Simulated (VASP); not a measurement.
# Te2Mo in VASP: single point with PBEsol

Aim: the single point of Te2Mo with PBEsol.

Everything below comes from runs of VASP 6.6.1. Logs are shortened: lines on timing, memory, paths and dates and some standing lists are left out, and cuts for length are marked.

### 1 The cell of the first run

The cell holds a slab with vacuum, 6 atoms: a = 3.491 Å, b = 3.491 Å, c = 35.054 Å, α = 90.00°, β = 90.00°, γ = 120.00°.

### 2 Single point, PBEsol (mode 7 frozen in at -0.039 Å and mode 12 at -0.080 Å (largest displacements))

Contents of INCAR:

```
ALGO = Normal ; EDIFF = 1E-7
ENCUT = 520 ; GGA = PS
ISIF = 2 ; ISMEAR = 0
LASPH = T ; LCHARG = F
LREAL = F ; LWAVE = F
NBANDS = 35 ; NELM = 60
PREC = Accurate ; SIGMA = 0.05
```

Contents of KPOINTS:

```
k-points
0
Gamma
  9 9 1
```

Contents of POSCAR:

```
Te2Mo
1.0
    3.4911146807      0.0000000000      0.0000000000
   -1.7455573404      3.0233940010      0.0000000000
    0.0000000000      0.0000000000     35.0541033180
Te Mo
4 2
Direct
    0.3333333333      0.6666666667      0.4462741011
    0.3221621162      0.6666666667      0.9485562876
    0.3445045504      0.6666666667      0.0514437124
    0.3333333333      0.6666666667      0.5537258989
    0.0000000000      0.0000000000      0.0000000000
    0.0000000000      0.0000000000      0.5000000000
```

Potentials or basis: VASP PAW PBE potentials, release 64 (Te, Mo_sv).

Launch:

```console
> cat potpaw_PBE.64/Te/POTCAR potpaw_PBE.64/Mo_sv/POTCAR > POTCAR
> mpirun -np 1 vasp_std > vasp.out
```

OUTCAR:

```text
EDIFF = 1E-7
   ENCUT = 520
   GGA = PS
   ISIF = 2
   ISMEAR = 0
   LASPH = T
   LREAL = F
   NELM = 60
   PREC = Accurate

 ion  position               nearest neighbor table
   1  0.333  0.667  0.446-   6 2.76   6 2.76   6 2.76
   2  0.322  0.667  0.949-   5 2.68   5 2.70   5 2.73   3 3.61
   3  0.345  0.667  0.051-   5 2.68   5 2.70   5 2.73   2 3.61
   4  0.333  0.667  0.554-   6 2.76   6 2.76   6 2.76
   5  0.000  0.000  0.000-   2 2.68   3 2.68   3 2.70   2 2.70   3 2.73   2 2.73
   6  0.000  0.000  0.500-   1 2.76   4 2.76   1 2.76   4 2.76   1 2.76   4 2.76

  LATTYP: Found a hexagonal cell.
 ALAT       =     3.4911146807
 C/A-ratio  =    10.0409486723

  Lattice vectors:

 A1 = (   3.4911146807,   0.0000000000,   0.0000000000)
 A2 = (  -1.7455573404,   3.0233940010,   0.0000000000)
 A3 = (   0.0000000000,   0.0000000000,  35.0541033180)

Analysis of symmetry for initial positions (statically):
=====================================================================
 Subroutine PRICEL returns:
 Original cell was already a primitive cell.

 Routine SETGRP: Setting up the symmetry group for a
 hexagonal supercell.

 Subroutine GETGRP returns: Found  2 space group operations
 (whereof  2 operations were pure point group operations)
 out of a pool of 24 trial point group operations.

The static configuration has the point symmetry C_2 .

Analysis of symmetry for dynamics (positions and initial velocities):
=====================================================================
 Subroutine PRICEL returns:
 Original cell was already a primitive cell.

 Routine SETGRP: Setting up the symmetry group for a
 hexagonal supercell.

 Subroutine GETGRP returns: Found  2 space group operations
 (whereof  2 operations were pure point group operations)
 out of a pool of 24 trial point group operations.

The dynamic configuration has the point symmetry C_2 .

 Subroutine INISYM returns: Found  2 space group operations
 (whereof  2 operations are pure point group operations),
 and found     1 'primitive' translations

----------------------------------------------------------------------------------------

                                     Primitive cell

  volume of cell :     369.9966

  direct lattice vectors                    reciprocal lattice vectors
     3.491114681  0.000000000  0.000000000     0.286441464  0.165377056  0.000000000
    -1.745557340  3.023394001  0.000000000     0.000000000  0.330754113  0.000000000
     0.000000000  0.000000000 35.054103318     0.000000000  0.000000000  0.028527331

  length of vectors
     3.491114681  3.491114681 35.054103318     0.330754113  0.330754113  0.028527331

  position of ions in fractional coordinates (direct lattice)
     0.333333333  0.666666667  0.446274101
     0.322162116  0.666666667  0.948556288
     0.344504550  0.666666667  0.051443712
     0.333333333  0.666666667  0.553725899
     0.000000000  0.000000000  0.000000000
     0.000000000  0.000000000  0.500000000

  ion indices of the primitive-cell ions
   primitive index   ion index
                 1           1
                 2           2
                 3           3
                 4           4
                 5           5
                 6           6

----------------------------------------------------------------------------------------

 KPOINTS: k-points

Automatic generation of k-mesh.
 Grid dimensions read from file:
 generate k-points for:    9    9    1

 Generating k-lattice:

  Cartesian coordinates                     Fractional coordinates (reciprocal lattice)
     0.031826829  0.018375228  0.000000000     0.111111111  0.000000000  0.000000000
     0.000000000  0.036750457  0.000000000     0.000000000  0.111111111  0.000000000
     0.000000000  0.000000000  0.028527331     0.000000000  0.000000000  1.000000000

  Length of vectors
     0.036750457  0.036750457  0.028527331

  Shift w.r.t. Gamma in fractional coordinates (k-lattice)
     0.000000000  0.000000000  0.000000000

 Subroutine IBZKPT returns following result:
 ===========================================

 Found     25 irreducible k-points:

 Following reciprocal coordinates:
            Coordinates               Weight
  0.000000  0.000000  0.000000      1.000000
  0.111111  0.000000  0.000000      4.000000
  0.000000  0.111111  0.000000      2.000000
  0.222222  0.000000  0.000000      4.000000
  0.000000  0.222222  0.000000      2.000000
  0.333333 -0.000000  0.000000      4.000000
[... 16 lines left out ...]
 -0.222222 -0.444444  0.000000      4.000000
  0.444444  0.333333  0.000000      4.000000
   k-points           NKPTS =     25   k-points in BZ     NKDIM =     25   number of bands    NBANDS=     35
   number of dos      NEDOS =    301   number of ions     NIONS =      6
   total plane-waves  NPLWV = 211680
   dimension x,y,z NGX =    28 NGY =   28 NGZ =  270
   dimension x,y,z NGXF=    56 NGYF=   56 NGZF=  540
   ions per type =               4   2
   NGX,Y,Z   is equivalent  to a cutoff of  13.33, 13.33, 12.80 a.u.
   NGXF,Y,Z  is equivalent  to a cutoff of  26.67, 26.67, 25.61 a.u.
 SYSTEM =  unknown system
   PREC   = accura    normal or accurate (medium, high low for compatibility)
   ISTART =      0    job   : 0-new  1-cont  2-samecut
   ICHARG =      2    charge: 1-file 2-atom 10-const
   ISPIN  =      1    spin polarized calculation?
   LNONCOLLINEAR =      F non collinear calculations
   LSORBIT =      F    spin-orbit coupling
   LASPH  =      T    aspherical Exc in radial PAW
   ENCUT  =  520.0 eV  38.22 Ry    6.18 a.u.   6.49  6.49 65.18*2*pi/ulx,y,z
   NELM   =     60;   NELMIN=  2; NELMDL= -5     # of ELM steps
   EDIFF  = 0.1E-06   stopping-criterion for ELM
   LREAL  =      F    real-space projection
   EDIFFG = 0.1E-05   stopping-criterion for IOM
   NSW    =      0    number of steps for IOM
   IBRION =     -1    ionic relax: 0-MD 1-quasi-New 2-CG
   NFREE  =      0    steps in history (QN), initial steepest desc. (CG)
   ISIF   =      2    stress and relaxation
   ISYM   =      2    0-nonsym 1-usesym 2-fastsym
   POTIM  = 0.5000    time-step for ionic-motion
   TEBEG  =    0.0;   TEEND  =   0.0 temperature during run
   PSTRESS=    0.0 pullay stress
   NELECT =      52.0000    total number of electrons
   NUPDOWN=      -1.0000    fix difference up-down
   EMIN   =  10.00;   EMAX   =-10.00  energy-range for DOS
   EFERMI =   0.00;   METHOD = LEGACY
   ISMEAR =     0;   SIGMA  =   0.05  broadening in eV -4-tet -1-fermi 0-gaus
   EFERMI_NEDOS =   21; number of points for ismear=-14 and -15
   IALGO  =     38    algorithm
   IMIX   =      4    mixing-type and parameters
     AMIX     =   0.40;   BMIX     =  1.00
     AMIX_MAG =   1.60;   BMIX_MAG =  1.00
  volume/ion in A,a.u.               =      61.67       416.14
  Fermi-wavevector in a.u.,A,eV,Ry     =   0.851158  1.608455  9.857005  0.724469
  Thomas-Fermi vector in A             =   1.967247
   LORBIT       =      0    0 simple, 1 ext, 2 COOP (PROOUT), +10 PAW based schemes
   GGA     = PS    functional components
   LHFCALC =     F    Hartree Fock is set to
   AEXX    =    0.0000 exact exchange contribution
   IVDW    =     0    specifies the selected vdW correction
   LEPSILON=     F    determine dielectric tensor
   LRPA    =     F    only Hartree local field effects (RPA)
 non-spin polarized calculation
 Gauss-broadening in eV      SIGMA  =   0.05
  energy-cutoff  :      520.00
  volume of cell :      370.00
 maximum number of plane-waves:     10091
 NGX is ok and might be reduce to    28
   NGX = 13   NGY = 13   NGZ =131

 number of electron      51.9999998 magnetization

 Free energy of the ion-electron system (eV)
  ---------------------------------------------------
  ext. energy  EPLUGINS =         0.00000000
  ---------------------------------------------------
  free energy    TOTEN  =       -39.13947136 eV

  energy without entropy =      -39.13947136  energy(sigma->0) =      -39.13947136

 E-fermi :   0.7682     XC(G=0):  -4.8680

 val. band max:        0.3711809190   @ k =   0.3333   0.3333   0.0000
 cond. band min:       1.4298319286   @ k =   0.3333   0.3333   0.0000
 fundamental gap:      1.0586510096
 Fermi energy:         0.7682196110

 k-point     1 :       0.0000    0.0000    0.0000
  band No.  band energies     occupation
      1     -60.2984      2.00000
      2     -60.2612      2.00000
      3     -34.5146      2.00000
      4     -34.4635      2.00000
      5     -34.3588      2.00000
      6     -34.3586      2.00000
[... 27 lines left out ...]
     34       3.8218      0.00000
     35       4.4591      0.00000

 k-point     2 :       0.1111    0.0000    0.0000
  band No.  band energies     occupation
      1     -60.2971      2.00000
      2     -60.2599      2.00000
      3     -34.5108      2.00000
      4     -34.4602      2.00000
      5     -34.3758      2.00000
      6     -34.3626      2.00000
[... 27 lines left out ...]
     34       3.6584      0.00000
     35       4.7179      0.00000

 k-point     3 :       0.0000    0.1111    0.0000
  band No.  band energies     occupation
      1     -60.2971      2.00000
      2     -60.2599      2.00000
      3     -34.5108      2.00000
      4     -34.4602      2.00000
      5     -34.3756      2.00000
      6     -34.3628      2.00000
[... 27 lines left out ...]
     34       3.6460      0.00000
     35       4.7181      0.00000
[... 723 lines left out ...]
 k-point    23 :      -0.2222   -0.4444    0.0000
  band No.  band energies     occupation
      1     -60.2865      2.00000
      2     -60.2500      2.00000
      3     -34.4817      2.00000
      4     -34.4795      2.00000
      5     -34.4333      2.00000
      6     -34.4255      2.00000
[... 27 lines left out ...]
     34       4.2063      0.00000
     35       5.0331      0.00000

 k-point    24 :       0.4444    0.3333    0.0000
  band No.  band energies     occupation
      1     -60.2865      2.00000
      2     -60.2500      2.00000
      3     -34.4839      2.00000
      4     -34.4774      2.00000
      5     -34.4333      2.00000
      6     -34.4253      2.00000
[... 27 lines left out ...]
     34       4.2024      0.00000
     35       5.0330      0.00000

 [... further k-points ...]
[... 5 lines left out ...]
  --------------------------------------------------------------------------------------
  -------------------------------------------------------------------------------------
  Total       -1.2773082     -1.2768589     -3.5846762      0.0000000      0.0000000     -0.9220219
  in kB       -5.5310624     -5.5291169    -15.5225399      0.0000000      0.0000000     -3.9925841
  external PRESSURE =      -8.8609064 kB  Pullay stress =       0.0000000 kB

 VOLUME and BASIS-vectors are now :
 -----------------------------------------------------------------------------
  energy-cutoff  :      520.00
  volume of cell :      370.00
      direct lattice vectors                 reciprocal lattice vectors
     3.491114681  0.000000000  0.000000000     0.286441464  0.165377056  0.000000000
    -1.745557340  3.023394001  0.000000000     0.000000000  0.330754113  0.000000000
     0.000000000  0.000000000 35.054103318     0.000000000  0.000000000  0.028527331

 POSITION                                       TOTAL-FORCE (eV/Angst)
 -----------------------------------------------------------------------------------
     -0.00000      2.01560     15.64374         0.000002     -0.000002      0.987171
     -0.03900      2.01560     33.25079         0.255665     -0.008094     -0.043648
      0.03900      2.01560      1.80331        -0.255665     -0.008094      0.043648
     -0.00000      2.01560     19.41036        -0.000002     -0.000002     -0.987171
      0.00000      0.00000      0.00000        -0.000000      0.016194      0.000000
      0.00000      0.00000     17.52705         0.000000     -0.000002      0.000000
 -----------------------------------------------------------------------------------
    total drift:                                0.000000      0.000013     -0.000000

  FREE ENERGIE OF THE ION-ELECTRON SYSTEM (eV)
  ---------------------------------------------------
  free  energy   TOTEN  =       -39.1394713642 eV

  energy  without entropy=      -39.1394713642  energy(sigma->0) =      -39.13947136
```

Wall time 12 min (1 thread of Oxide Virtual Turin-like, shared host); peak memory 0.61 GiB.

What came out:

- Free energy: -39.1395 eV
- Largest force: 0.987 eV/Å
- Band gap on the k mesh: 1.06 eV

Forces on the atoms (eV/Å):
```
Te   0.000  0.000  0.987
Te   0.256 -0.008 -0.044
Te  -0.256 -0.008  0.044
Te   0.000  0.000 -0.987
Mo   0.000  0.016  0.000
Mo   0.000  0.000  0.000
```

Caveat: the cell differs from its parent crystal (mode 7 frozen in at -0.039 Å and mode 12 at -0.080 Å (largest displacements)); the PAW data sets were made with another functional, which shifts forces and pressure a little; spin-orbit coupling is left out, which moves the levels of the heavy elements.
